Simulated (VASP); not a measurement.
# BaTiO3 (Amm2) in VASP: settings compared, part 2 of 2

VASP 6.6.1. Earlier steps stand in the parts before.

## 5. Single point, PBEsol+U

INCAR reads:

```
SYSTEM = BaTiO3
PREC = Accurate ; ENCUT = 520
EDIFF = 1E-6 ; ISMEAR = -1
SIGMA = 0.05 ; LREAL = .False.
LASPH = .True. ; NELM = 150
ALGO = Normal ; ISIF = 2
LWAVE = .False. ; LCHARG = .False.
LMAXMIX = 4 ; LDAU = .True.
LDAUTYPE = 2 ; LDAUL = -1 2 -1
LDAUU = 0 5 0 ; LDAUJ = 0 0 0
LDAUPRINT = 1 ; GGA = PS
NBANDS = 28
```

KPOINTS reads:

```
regular mesh
0
Gamma
  7 7 7
  0 0 0
```

POSCAR reads:

```
BaTiO3
1.0
    3.9855000000      0.0000000000      0.0000000000
    0.0000000000      2.8369000000      2.8451500000
    0.0000000000     -2.8369000000      2.8451500000
Ba Ti O
1 1 3
Direct
    0.0000000000      0.0000000000      0.0000000000
    0.5000000000      0.5124000000      0.5124000000
    0.5000000000      0.9918400000      0.5052400000
    0.5000000000      0.5052400000      0.9918400000
    0.0000000000      0.4874000000      0.4874000000
```

Potentials or basis: VASP PAW PBE potentials, release 64 (Ba_sv, Ti_sv, O).

The run is started by

```sh
> cat potpaw_PBE.64/Ba_sv/POTCAR potpaw_PBE.64/Ti_sv/POTCAR potpaw_PBE.64/O/POTCAR > POTCAR
> mpirun -np 1 vasp_std > vasp.out
```

OUTCAR:

```text
SYSTEM = BaTiO3
   PREC = Accurate
   ENCUT = 520
   EDIFF = 1E-6
   ISMEAR = -1
   LREAL = .False.
   LASPH = .True.
   NELM = 150
   ISIF = 2
   GGA = PS

 ion  position               nearest neighbor table
   1  0.000  0.000  0.000-   5 2.77   4 2.81   3 2.81   3 2.81   4 2.81   5 2.84   5 2.84   4 2.84
                             3 2.84   3 2.84   4 2.84   5 2.92   2 3.42   2 3.42   2 3.47   2 3.47
   2  0.500  0.512  0.512-   3 1.93   4 1.93   5 2.00   5 2.00   3 2.09   4 2.09   1 3.42   1 3.42
                             1 3.47   1 3.47   1 3.47   1 3.47   1 3.53   1 3.53
   3  0.500  0.992  0.505-   2 1.93   2 2.09   1 2.81   1 2.81   1 2.84   1 2.84
   4  0.500  0.505  0.992-   2 1.93   2 2.09   1 2.81   1 2.81   1 2.84   1 2.84
   5  0.000  0.487  0.487-   2 2.00   2 2.00   1 2.77   1 2.84   1 2.84   1 2.92

  LATTYP: Found a base centered orthorhombic cell.
 ALAT       =     5.6738000000
 B/A-ratio  =     1.0029081039
 C/A-ratio  =     0.7024392823

  Lattice vectors:

 A1 = (   0.0000000000,   2.8369000000,  -2.8451500000)
 A2 = (   0.0000000000,   2.8369000000,   2.8451500000)
 A3 = (   3.9855000000,   0.0000000000,   0.0000000000)

Analysis of symmetry for initial positions (statically):
=====================================================================
 Subroutine PRICEL returns:
 Original cell was already a primitive cell.

 Routine SETGRP: Setting up the symmetry group for a
 base centered orthorhombic supercell.

 Subroutine GETGRP returns: Found  4 space group operations
 (whereof  4 operations were pure point group operations)
 out of a pool of  8 trial point group operations.
[... 187 lines left out ...]
  o =  0.1026  v =  0.0000  0.0000 -0.8729  0.0000 -0.4878  0.0000  0.0000  0.0000  0.0000  0.0000      0.0000  0.0000  0.0000  0.0000  0.0000  0.0000  0.0000  0.0000  0.0000  0.0000
  o =  0.1026  v =  0.0000  0.0000  0.0000  0.0000  0.0000  0.0000  0.0000 -0.8729  0.0000 -0.4878      0.0000  0.0000  0.0000  0.0000  0.0000  0.0000  0.0000  0.0000  0.0000  0.0000
  o =  0.1037  v =  0.0000  0.0000  0.0000  1.0000  0.0000  0.0000  0.0000  0.0000  0.0000  0.0000      0.0000  0.0000  0.0000  0.0000  0.0000  0.0000  0.0000  0.0000  0.0000  0.0000
  o =  0.1037  v =  0.0000  0.0000  0.0000  0.0000  0.0000  0.0000  0.0000  0.0000  1.0000  0.0000      0.0000  0.0000  0.0000  0.0000  0.0000  0.0000  0.0000  0.0000  0.0000  0.0000
  o =  0.2361  v =  0.0000  0.0000  0.0000  0.0000  0.0000  0.0000  0.0000 -0.4878  0.0000  0.8729      0.0000  0.0000  0.0000  0.0000  0.0000  0.0000  0.0000  0.0000  0.0000  0.0000
  o =  0.2361  v =  0.0000  0.0000 -0.4878  0.0000  0.8729  0.0000  0.0000  0.0000  0.0000  0.0000      0.0000  0.0000  0.0000  0.0000  0.0000  0.0000  0.0000  0.0000  0.0000  0.0000
  o =  0.2387  v =  0.0000  0.0000  0.0000  0.0000  0.0000  0.0000  1.0000  0.0000  0.0000  0.0000      0.0000  0.0000  0.0000  0.0000  0.0000  0.0000  0.0000  0.0000  0.0000  0.0000
  o =  0.2387  v =  0.0000  1.0000  0.0000  0.0000  0.0000  0.0000  0.0000  0.0000  0.0000  0.0000      0.0000  0.0000  0.0000  0.0000  0.0000  0.0000  0.0000  0.0000  0.0000  0.0000

 number of electron      39.9999994 magnetization

 Free energy of the ion-electron system (eV)
  ---------------------------------------------------
  ext. energy  EPLUGINS =         0.00000000
  ---------------------------------------------------
  free energy    TOTEN  =       -38.61054213 eV

  energy without entropy =      -38.61054213  energy(sigma->0) =      -38.61054213

 E-fermi :   4.8200     XC(G=0): -11.5034

 val. band max:        3.7625679509   @ k =   0.4286   0.4286   0.4286
 cond. band min:       6.2206633845   @ k =   0.0000   0.0000   0.0000
 fundamental gap:      2.4580954337
 Fermi energy:         4.8199760171

 k-point     1 :       0.0000    0.0000    0.0000
  band No.  band energies     occupation
      1     -53.8281      2.00000
      2     -30.1046      2.00000
      3     -30.1045      2.00000
      4     -30.0893      2.00000
      5     -20.9467      2.00000
      6     -13.0457      2.00000
[... 733 lines left out ...]
     27      12.0411      0.00000
     28      12.2100      0.00000

 [... further k-points ...]
[... 5 lines left out ...]
  --------------------------------------------------------------------------------------
  -------------------------------------------------------------------------------------
  Total        0.8494395      0.9362189      0.6593487      0.0000000      0.0000000      0.0000000
  in kB       21.1534401     23.3144931     16.4196437      0.0000000      0.0000000      0.0000000
  external PRESSURE =      20.2958590 kB  Pullay stress =       0.0000000 kB

 VOLUME and BASIS-vectors are now :
 -----------------------------------------------------------------------------
  energy-cutoff  :      520.00
  volume of cell :       64.34
      direct lattice vectors                 reciprocal lattice vectors
     3.985500000  0.000000000  0.000000000     0.250909547  0.000000000  0.000000000
     0.000000000  2.836900000  2.845150000     0.000000000  0.176248722  0.175737659
     0.000000000 -2.836900000  2.845150000     0.000000000 -0.176248722  0.175737659

 POSITION                                       TOTAL-FORCE (eV/Angst)
 -----------------------------------------------------------------------------------
      0.00000      0.00000      0.00000         0.000000      0.000000      0.172220
      1.99275      0.00000      2.91571         0.000000      0.000000     -0.573338
      1.99275      1.38044      4.25942         0.000000      0.322350      0.081570
      1.99275     -1.38044      4.25942         0.000000     -0.322350      0.081570
      0.00000      0.00000      2.77345         0.000000      0.000000      0.237979
 -----------------------------------------------------------------------------------
    total drift:                                0.000000      0.000001      0.000851

  FREE ENERGIE OF THE ION-ELECTRON SYSTEM (eV)
  ---------------------------------------------------
  free  energy   TOTEN  =       -38.6105421347 eV

  energy  without entropy=      -38.6105421346  energy(sigma->0) =      -38.61054213
```

stdout:

```text
POSCAR found type information on POSCAR BaTiO
 POSCAR found :  3 types and       5 ions
 scaLAPACK will be used
 -----------------------------------------------------------------------------
|                                                                             |
|                                                                             |
|     You enforced a specific xc type in the INCAR file but a different       |
|     I HOPE YOU KNOW WHAT YOU ARE DOING!                                     |
|                                                                             |
 -----------------------------------------------------------------------------

 LDA part: xc-table for (Slater+PW92), standard interpolation
 POSCAR, INCAR and KPOINTS ok, starting setup
 FFT: planning ... GRIDC
 FFT: planning ... GRID_SOFT
 FFT: planning ... GRID
 WAVECAR not read
 entering main loop
```

Wall time 96 s (1 thread of AMD EPYC 7R13 (Zen 3), shared host); peak memory 0.22 GiB.

Results:

```
Free energy            : -38.6105 eV
Pressure               : 2.0 GPa
Largest force          : 0.573 eV/Å
Band gap on the k mesh : 2.46 eV (least direct gap 2.64 eV)
```

Forces on the atoms (eV/Å):
```
Ba   0.000  0.000  0.172
Ti   0.000  0.000 -0.573
O    0.000  0.322  0.082
O    0.000 -0.322  0.082
O    0.000  0.000  0.238
```

Eigenvalues of the final occupation matrices:
| site | spin | trace | eigenvalues |
| --- | --- | --- | --- |
| site 2 d | 1 | 0.78 | 0.10 0.10 0.10 0.24 0.24 |
| site 2 d | 2 | 0.78 | 0.10 0.10 0.10 0.24 0.24 |

Caveat: the PAW data sets were made with another functional, which shifts forces and pressure a little; spin-orbit coupling is left out, which moves the levels of the heavy elements; an odd mesh through Γ misses points on the zone boundary, where band edges can lie.

## 6. Relaxation of cell and atoms, PBE

INCAR reads:

```
  PREC = Accurate
  ENCUT = 600
  EDIFF = 1E-7
  ISMEAR = -1
  SIGMA = 0.05
  LREAL = F
  LASPH = T
  NELM = 100
  ALGO = Normal
  ISIF = 3
  LWAVE = F
  LCHARG = F
  GGA = PE
  IBRION = 2
  NSW = 60
  EDIFFG = -0.01
```

KPOINTS reads:

```
regular mesh
0
Gamma
  7 7 7
```

POSCAR is that of step 5.

Potentials or basis: VASP PAW PBE potentials, release 64 (Ba_sv, Ti_sv, O).

The run is started by

```sh
> cat potpaw_PBE.64/Ba_sv/POTCAR potpaw_PBE.64/Ti_sv/POTCAR potpaw_PBE.64/O/POTCAR > POTCAR
> mpirun -np 1 vasp_std > vasp.out
```

Wall time 19 min (1 thread of AMD EPYC 7R13 (Zen 3), shared host); peak memory 0.26 GiB.

Results (log left out):

| Item | Value |
| --- | --- |
| Free energy | -40.0577 eV |
| Relaxed volume | 13.53 Å³/atom |
| Relaxed cell | a = 3.983 Å, b = 4.122 Å, c = 4.122 Å, α = 89.51°, β = 90.00°, γ = 90.00° |
| Space group after relaxing (to 0.1 Å) | Amm2 (No. 38) |
| Energy gained by relaxing | 15.5 meV/atom |
| Ionic steps | 18 |
| Pressure after relaxing | 0.0 GPa |
| Largest force after relaxing | 0.008 eV/Å |
| Band gap on the k mesh | 2.41 eV (least direct gap 2.89 eV) |

Forces on the atoms (eV/Å):
```
Ba   0.000  0.000  0.002
Ti   0.000  0.000  0.008
O    0.000  0.000 -0.005
O    0.000  0.000 -0.005
O    0.000  0.000  0.000
```

The path:
```csv
step,energy change (eV),largest force (eV/Å),pressure (GPa),volume (Å³)
1,0.0000,0.2612,3.92,64.34
2,-0.0175,0.4142,-3.08,67.31
3,-0.0258,0.3164,-0.68,66.21
4,-0.0422,0.3270,-0.45,66.35
5,-0.0613,0.1533,0.69,66.69
6,-0.0694,0.1775,-0.15,67.41
7,-0.0700,0.1865,-0.39,67.67
8,-0.0740,0.1408,0.15,67.35
9,-0.0744,0.1238,0.37,67.23
10,-0.0758,0.0839,-0.20,67.49
11,-0.0759,0.1036,-0.41,67.58
12,-0.0768,0.0696,-0.19,67.55
13,-0.0771,0.0302,0.05,67.52
14,-0.0772,0.0209,0.05,67.54
15,-0.0774,0.0122,0.07,67.60
16,-0.0774,0.0159,-0.03,67.65
17,-0.0774,0.0171,-0.05,67.66
18,-0.0775,0.0079,-0.03,67.67
```

Final structure:
```xyz
5
Lattice="3.9825 0.0000 0.0000 0.0000 2.9023 2.9273 0.0000 -2.9023 2.9273" Properties=species:S:1:pos:R:3 pbc="T T T"
Ba    0.0000    0.0000    0.0634
Ti    1.9913    0.0000    3.0923
O     1.9913    1.3985    4.3034
O     1.9913   -1.3985    4.3034
O     0.0000    0.0000    2.8557
```

Levels at points of the mesh, in eV from the valence-band top:
```
           k point  band 16  band 17  band 18  band 19  band 20  band 21  band 22  band 23  band 24
(0.00, 0.00, 0.00)    -1.30    -1.03    -0.65    -0.55    -0.47     2.41     2.72     2.75     4.41
```

Caveat: spin-orbit coupling is left out, which moves the levels of the heavy elements; an odd mesh through Γ misses points on the zone boundary, where band edges can lie. Zero-point motion and thermal expansion aren't in these numbers.

## 7. Overview

| task | level | potentials or basis | U | cell | k mesh | cutoff (eV) | smearing | gap on the mesh (eV) | pressure (GPa) | largest force (eV/Å) |
| --- | --- | --- | --- | --- | --- | --- | --- | --- | --- | --- |
| single point | PBEsol+U | VASP PAW PBE potentials, release 64 (Ba_sv, Ti_sv, O_h) | Ti d U = 4.0 eV | as given | 7 × 7 × 7 | 910 | fermi-dirac 0.05 eV | 2.34 | 0.9 | 0.40 |
| single point | PBEsol | VASP PAW PBE potentials, release 64 (Ba_sv, Ti_sv, O) | - | as given | 6 × 6 × 6 | 520 | gaussian 0.01 eV | 1.80 | -2.1 | 0.28 |
| single point | r2SCAN | VASP PAW PBE potentials, release 64 (Ba_sv, Ti_sv, O) | - | as given | 6 × 6 × 6 | 520 | gaussian 0.01 eV | 2.24 | 1.1 | 0.27 |
| single point | PBEsol+U | VASP PAW PBE potentials, release 64 (Ba_sv, Ti_sv, O) | Ti d U = 5.0 eV | as given | 7 × 7 × 7 | 520 | fermi-dirac 0.05 eV | 2.46 | 2.0 | 0.57 |
| relaxation of cell and atoms | PBE | VASP PAW PBE potentials, release 64 (Ba_sv, Ti_sv, O) | - | relaxed | 7 × 7 × 7 | 600 | fermi-dirac 0.05 eV | 2.41 | 0.0 | 0.01 |

Alike in all rows: no spin polarisation.

Caveats: spin-orbit coupling is left out, which moves the levels of the heavy elements; the PAW data sets were made with another functional, which shifts forces and pressure a little (at least some runs); an odd mesh through Γ misses points on the zone boundary, where band edges can lie (at least some runs); the cutoff is under 1.25 times the usual one of these potentials, so pressure, stress and relaxed cells hold a basis-set (Pulay) error (at least some runs).

Total energies depend on the potentials used, so only differences within one code and one set of settings carry meaning.
